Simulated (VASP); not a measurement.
# SnS2 (P-3m1) in VASP: a series of runs

The runs below take SnS2 through relaxation of cell and atoms, single point, with r2SCAN+rVV10, HSE06, PBE.

Everything below comes from runs of VASP 6.6.1. Logs are shortened: lines on timing, memory, paths and dates and some standing lists are left out, and cuts for length are marked.

### 1 The cell of the first run

The structure is trigonal, space group P-3m1 (No. 164). Conventional cell: a = 3.669 Å, b = 3.669 Å, c = 5.810 Å, α = 90.00°, β = 90.00°, γ = 120.00°. Sn (site symmetry -3m) has 6 S at 2.58 Å within 3.4 Å. Within 3.4 Å of S (site symmetry 3m) lie 3 Sn at 2.58 Å.

### 2 Relaxation of cell and atoms, r2SCAN+rVV10

File POSCAR:

```
SnS2
1.0
    3.6689056951      0.0000000000      0.0000000000
   -1.8344528475      3.1773655360      0.0000000000
    0.0000000000      0.0000000000      5.8095614543
Sn S
1 2
Direct
    0.0000000000      0.0000000000      0.0000000000
    0.3333333333      0.6666666667      0.2545079848
    0.6666666667      0.3333333333      0.7454920152
```

File INCAR.step1:

```
SYSTEM = SnS2
  ALGO = Normal
  EDIFF = 1E-5
  EDIFFG = -0.005
  ENCUT = 550
  GGA = PE
  GGA_COMPAT = .False.
  IBRION = 2
  ISIF = 3
  ISMEAR = -1
  LASPH = .True.
  LCHARG = .False.
  LREAL = .False.
  LWAVE = .True.
  NELM = 120
  NELMIN = 4
  NSW = 100
  PREC = Accurate
  SIGMA = 0.02
```

File INCAR.step2:

```
SYSTEM = SnS2
  ALGO = Normal
  BPARAM = 11.95
  CPARAM = 0.0093
  EDIFF = 1E-7
  EDIFFG = -0.005
  ENCUT = 550
  GGA_COMPAT = .False.
  IBRION = 2
  ISIF = 3
  ISMEAR = -1
  ISTART = 1
  IVDW_NL = 2
  LASPH = .True.
  LCHARG = .False.
  LMIXTAU = .True.
  LREAL = .False.
  LUSE_VDW = .True.
  LWAVE = .False.
  METAGGA = R2SCAN
  NELM = 120
  NELMIN = 4
  NSW = 80
  PREC = Accurate
  SIGMA = 0.02
```

File KPOINTS:

```
k-points
0
Gamma
  12 12 4
  0 0 0
```

Potentials or basis: VASP PAW PBE potentials, release 64 (Sn_d, S).

Run with:

```
cat potpaw_PBE.64/Sn_d/POTCAR potpaw_PBE.64/S/POTCAR > POTCAR
cp INCAR.step1 INCAR
mpirun -np 1 vasp_std > vasp.out
cp INCAR.step2 INCAR
mpirun -np 1 vasp_std > vasp.out
```

OUTCAR:

```text
SYSTEM = SnS2
   BPARAM = 11.95
   EDIFF = 1E-7
   EDIFFG = -0.005
   ENCUT = 550
   IBRION = 2
   ISIF = 3
   ISMEAR = -1
   ISTART = 1
   IVDW_NL = 2
   LASPH = .True.
   LREAL = .False.
   METAGGA = R2SCAN
   NELM = 120
   NELMIN = 4
   NSW = 80
   PREC = Accurate

 ion  position               nearest neighbor table
   1  0.000  0.000  0.000-   2 2.58   3 2.58   2 2.58   3 2.58   3 2.58   2 2.58
   2  0.333  0.667  0.255-   1 2.58   1 2.58   1 2.58
   3  0.667  0.333  0.745-   1 2.58   1 2.58   1 2.58

  LATTYP: Found a hexagonal cell.
 ALAT       =     3.6689056951
 C/A-ratio  =     1.5834589213

  Lattice vectors:

 A1 = (   3.6689056951,   0.0000000000,   0.0000000000)
 A2 = (  -1.8344528475,   3.1773655360,   0.0000000000)
 A3 = (   0.0000000000,   0.0000000000,   5.8095614543)

Analysis of symmetry for initial positions (statically):
=====================================================================
 Subroutine PRICEL returns:
 Original cell was already a primitive cell.

 Routine SETGRP: Setting up the symmetry group for a
 hexagonal supercell.

 Subroutine GETGRP returns: Found 12 space group operations
 (whereof 12 operations were pure point group operations)
 out of a pool of 24 trial point group operations.

The static configuration has the point symmetry D_3d.

Analysis of symmetry for dynamics (positions and initial velocities):
=====================================================================
 Subroutine PRICEL returns:
 Original cell was already a primitive cell.

 Routine SETGRP: Setting up the symmetry group for a
 hexagonal supercell.

 Subroutine GETGRP returns: Found 12 space group operations
 (whereof 12 operations were pure point group operations)
 out of a pool of 24 trial point group operations.

The dynamic configuration has the point symmetry D_3d.

 Subroutine INISYM returns: Found 12 space group operations
 (whereof 12 operations are pure point group operations),
 and found     1 'primitive' translations

----------------------------------------------------------------------------------------

                                     Primitive cell

  volume of cell :      67.7247

  direct lattice vectors                    reciprocal lattice vectors
     3.668905695  0.000000000  0.000000000     0.272560835  0.157363071  0.000000000
    -1.834452847  3.177365536  0.000000000     0.000000000  0.314726143  0.000000000
     0.000000000  0.000000000  5.809561454     0.000000000  0.000000000  0.172130032

  length of vectors
     3.668905695  3.668905695  5.809561454     0.314726143  0.314726143  0.172130032

  position of ions in fractional coordinates (direct lattice)
     0.000000000  0.000000000  0.000000000
     0.333333333  0.666666667  0.254507985
     0.666666667  0.333333333  0.745492015

  ion indices of the primitive-cell ions
   primitive index   ion index
                 1           1
                 2           2
                 3           3

----------------------------------------------------------------------------------------

 KPOINTS: k-points

Automatic generation of k-mesh.
 Grid dimensions read from file:
 generate k-points for:   12   12    4

 Generating k-lattice:

  Cartesian coordinates                     Fractional coordinates (reciprocal lattice)
     0.022713403  0.013113589  0.000000000     0.083333333  0.000000000  0.000000000
     0.000000000  0.026227179  0.000000000     0.000000000  0.083333333  0.000000000
     0.000000000  0.000000000  0.043032508     0.000000000  0.000000000  0.250000000

  Length of vectors
     0.026227179  0.026227179  0.043032508

  Shift w.r.t. Gamma in fractional coordinates (k-lattice)
     0.000000000  0.000000000  0.000000000

 Subroutine IBZKPT returns following result:
 ===========================================

 Found     69 irreducible k-points:

 Following reciprocal coordinates:
            Coordinates               Weight
  0.000000  0.000000  0.000000      1.000000
  0.083333  0.000000  0.000000      6.000000
  0.166667  0.000000  0.000000      6.000000
  0.250000  0.000000  0.000000      6.000000
  0.333333  0.000000  0.000000      6.000000
  0.416667  0.000000  0.000000      6.000000
[... 16 lines left out ...]
  0.166667  0.000000  0.250000      6.000000
  0.000000  0.166667  0.250000      6.000000
 [... further k-points ...]
   k-points           NKPTS =     69   k-points in BZ     NKDIM =     69   number of bands    NBANDS=     17
   number of dos      NEDOS =    301   number of ions     NIONS =      3
   total plane-waves  NPLWV =  37632
   dimension x,y,z NGX =    28 NGY =   28 NGZ =   48
   dimension x,y,z NGXF=    56 NGYF=   56 NGZF=   96
   ions per type =               1   2
   NGX,Y,Z   is equivalent  to a cutoff of  12.69, 12.69, 13.74 a.u.
   NGXF,Y,Z  is equivalent  to a cutoff of  25.37, 25.37, 27.47 a.u.
 SYSTEM =  SnS2
   PREC   = accura    normal or accurate (medium, high low for compatibility)
   ISTART =      1    job   : 0-new  1-cont  2-samecut
   ICHARG =      0    charge: 1-file 2-atom 10-const
   ISPIN  =      1    spin polarized calculation?
   LNONCOLLINEAR =      F non collinear calculations
   LSORBIT =      F    spin-orbit coupling
   LASPH  =      T    aspherical Exc in radial PAW
   ENCUT  =  550.0 eV  40.42 Ry    6.36 a.u.   7.02  7.02 11.11*2*pi/ulx,y,z
   NELM   =    120;   NELMIN=  4; NELMDL=  0     # of ELM steps
   EDIFF  = 0.1E-06   stopping-criterion for ELM
   LREAL  =      F    real-space projection
   EDIFFG = -.5E-02   stopping-criterion for IOM
   NSW    =     80    number of steps for IOM
   IBRION =      2    ionic relax: 0-MD 1-quasi-New 2-CG
   NFREE  =      1    steps in history (QN), initial steepest desc. (CG)
   ISIF   =      3    stress and relaxation
   ISYM   =      2    0-nonsym 1-usesym 2-fastsym
   POTIM  = 0.5000    time-step for ionic-motion
   TEBEG  =    0.0;   TEEND  =   0.0 temperature during run
   PSTRESS=    0.0 pullay stress
   NELECT =      26.0000    total number of electrons
   NUPDOWN=      -1.0000    fix difference up-down
   EMIN   =  10.00;   EMAX   =-10.00  energy-range for DOS
   EFERMI =   0.00;   METHOD = LEGACY
   ISMEAR =    -1;   SIGMA  =   0.02  broadening in eV -4-tet -1-fermi 0-gaus
   EFERMI_NEDOS =   21; number of points for ismear=-14 and -15
   IALGO  =     38    algorithm
   IMIX   =      4    mixing-type and parameters
     AMIX     =   0.40;   BMIX     =  1.00
     AMIX_MAG =   1.60;   BMIX_MAG =  1.00
  volume/ion in A,a.u.               =      22.57       152.34
  Fermi-wavevector in a.u.,A,eV,Ry     =   1.189826  2.248446 19.261588  1.415687
  Thomas-Fermi vector in A             =   2.325925
   LORBIT       =      0    0 simple, 1 ext, 2 COOP (PROOUT), +10 PAW based schemes
   METAGGA = R2SCAN    functional components
   LHFCALC =     F    Hartree Fock is set to
   AEXX    =    0.0000 exact exchange contribution
   IVDW_NL    =     2    kernel type
   BPARAM     =11.9500
   IVDW    =     0    specifies the selected vdW correction
   LEPSILON=     F    determine dielectric tensor
   LRPA    =     F    only Hartree local field effects (RPA)
 conjugate gradient relaxation of ions
 non-spin polarized calculation
  energy-cutoff  :      550.00
  volume of cell :       67.72
 maximum number of plane-waves:      2020
   NGX = 13   NGY = 13   NGZ = 23

--------------------------------------- Ionic step        1  -------------------------------------------

 number of electron      26.0000010 magnetization

 Free energy of the ion-electron system (eV)
  ---------------------------------------------------
  ext. energy  EPLUGINS =         0.00000000
  ---------------------------------------------------
  free energy    TOTEN  =       -41.59360125 eV

  energy without entropy =      -41.59360125  energy(sigma->0) =      -41.59360125

------------------------ aborting loop because EDIFF is reached ----------------------------------------

  FORCE on cell =-STRESS in cart. coord.  units (eV):
  Direction    XX          YY          ZZ          XY          YZ          ZX
  --------------------------------------------------------------------------------------
  -------------------------------------------------------------------------------------
  Total       -0.2691267     -0.2691267     -0.2952296     -0.0000000      0.0000000      0.0000000
  in kB       -6.3667865     -6.3667865     -6.9843092     -0.0000000      0.0000000      0.0000000
  external PRESSURE =      -6.5726274 kB  Pullay stress =       0.0000000 kB
[... 92 lines left out ...]
  FREE ENERGIE OF THE ION-ELECTRON SYSTEM (eV)
  ---------------------------------------------------
  free  energy   TOTEN  =       -41.5963671826 eV

  energy  without entropy=      -41.5963671826  energy(sigma->0) =      -41.59636718

[... ionic steps 4 to 10 ...]

--------------------------------------- Ionic step       11  -------------------------------------------

 number of electron      26.0000007 magnetization

------------------------ aborting loop because EDIFF is reached ----------------------------------------

  FORCE on cell =-STRESS in cart. coord.  units (eV):
  Direction    XX          YY          ZZ          XY          YZ          ZX
  --------------------------------------------------------------------------------------
  -------------------------------------------------------------------------------------
  Total        0.0025042      0.0025042      0.0249231      0.0000000      0.0000000     -0.0000000
  in kB        0.0580984      0.0580984      0.5782240      0.0000000      0.0000000     -0.0000000
  external PRESSURE =       0.2314736 kB  Pullay stress =       0.0000000 kB
[... 59 lines left out ...]
  energy  without entropy=      -41.6022562357  energy(sigma->0) =      -41.60225624

--------------------------------------- Ionic step       13  -------------------------------------------

 number of electron      26.0000007 magnetization

 Free energy of the ion-electron system (eV)
  ---------------------------------------------------
  ext. energy  EPLUGINS =         0.00000000
  ---------------------------------------------------
  free energy    TOTEN  =       -41.60225796 eV

  energy without entropy =      -41.60225796  energy(sigma->0) =      -41.60225796

 E-fermi :   4.6893     XC(G=0): -10.1849

 val. band max:        4.2072874586   @ k =   0.0833   0.0833   0.0000
 cond. band min:       5.9876376613   @ k =   0.5000   0.0000   0.2500
 fundamental gap:      1.7803502027
 Fermi energy:         4.6892842058

 k-point     1 :       0.0000    0.0000    0.0000
  band No.  band energies     occupation
      1     -17.3374      2.00000
      2     -17.3374      2.00000
      3     -17.2699      2.00000
      4     -17.2479      2.00000
      5     -17.2479      2.00000
      6     -10.0842      2.00000
[... 9 lines left out ...]
     16      10.0700      0.00000
     17      10.0700      0.00000
[... 443 lines left out ...]
      1     -17.3584      2.00000
      2     -17.3245      2.00000
      3     -17.2615      2.00000
      4     -17.2525      2.00000
      5     -17.2440      2.00000
      6      -9.6982      2.00000
[... 9 lines left out ...]
     16      10.6321      0.00000
     17      10.7306      0.00000

 [... further k-points ...]

------------------------ aborting loop because EDIFF is reached ----------------------------------------

  FORCE on cell =-STRESS in cart. coord.  units (eV):
  Direction    XX          YY          ZZ          XY          YZ          ZX
  --------------------------------------------------------------------------------------
  -------------------------------------------------------------------------------------
  Total       -0.0083313     -0.0083313      0.0032877     -0.0000000      0.0000000     -0.0000000
  in kB       -0.1932309     -0.1932309      0.0762534     -0.0000000      0.0000000     -0.0000000
  external PRESSURE =      -0.1034028 kB  Pullay stress =       0.0000000 kB
[... 18 lines left out ...]
  FREE ENERGIE OF THE ION-ELECTRON SYSTEM (eV)
  ---------------------------------------------------
  free  energy   TOTEN  =       -41.6022579625 eV

  energy  without entropy=      -41.6022579625  energy(sigma->0) =      -41.60225796

 reached required accuracy - stopping structural energy minimisation
```

Wall time 41 min (1 thread of Intel Xeon 6975P-C (Granite Rapids), shared host); peak memory 0.4 GiB.

What came out:

```yaml
Free_energy: -41.6023 eV
Relaxed_volume: 23.03 Å³/atom
Relaxed_cell: a = 3.662 Å, b = 3.662 Å, c = 5.949 Å, α = 90.00°, β = 90.00°, γ = 120.00°
Space_group_after_relaxing_to_0.1_Å: P-3m1 (No. 164)
Energy_gained_by_relaxing: 2.9 meV/atom
Ionic_steps: 13
Pressure_after_relaxing: 0.0 GPa
Band_gap_on_the_k_mesh: 1.78 eV (least direct gap 2.23 eV)
```

Step by step:
| step | energy change (eV) | largest force (eV/Å) | pressure (GPa) | volume (Å³) |
| --- | --- | --- | --- | --- |
| 1 | 0.0000 | 0.2397 | -0.66 | 67.72 |
| 2 | -0.0014 | 0.0290 | 1.04 | 66.82 |
| 3 | -0.0028 | 0.0827 | 0.33 | 67.19 |
| 4 | -0.0041 | 0.0598 | 0.24 | 67.46 |
| 5 | -0.0061 | 0.0075 | -0.02 | 68.27 |
| 6 | -0.0074 | 0.0082 | -0.03 | 68.47 |
| 7 | -0.0084 | 0.0382 | -0.04 | 68.83 |
| 8 | -0.0085 | 0.0024 | 0.17 | 68.83 |
| 9 | -0.0086 | 0.0033 | 0.13 | 68.83 |
| 10 | -0.0087 | 0.0047 | 0.03 | 69.04 |
| 11 | -0.0087 | 0.0054 | 0.02 | 69.06 |
| 12 | -0.0087 | 0.0059 | -0.03 | 69.09 |
| 13 | -0.0087 | 0.0014 | -0.01 | 69.08 |

Final structure:
```
Sn S
1.0
     3.66179    0.00000    0.00000
    -1.83089    3.17120    0.00000
     0.00000    0.00000    5.94879
Sn S
1 2
Cartesian
  0.0000 0.0000 0.0000
  0.0000 2.1141 1.4647
  1.8309 1.0571 4.4840
```

Levels at points of the mesh, in eV from the valence-band top:
| k point | band 11 | band 12 | band 13 | band 14 | band 15 | band 16 |
| --- | --- | --- | --- | --- | --- | --- |
| (0.00, 0.00, 0.00) | -0.36 | -0.36 | 0.00 | 2.37 | 4.13 | 5.86 |
| (0.50, 0.00, 0.00) | -2.60 | -0.94 | -0.30 | 1.99 | 4.99 | 6.43 |
| (0.00, 0.00, 0.50) | -0.74 | -0.24 | -0.24 | 3.46 | 4.21 | 5.62 |
| (0.50, 0.00, 0.50) | -1.81 | -0.70 | -0.61 | 1.81 | 5.17 | 6.07 |

Caveat: the PAW data sets were made with another functional, which shifts forces and pressure a little; spin-orbit coupling is left out, which moves the levels of the heavy elements.

(Part 1 of 2 ends here.)
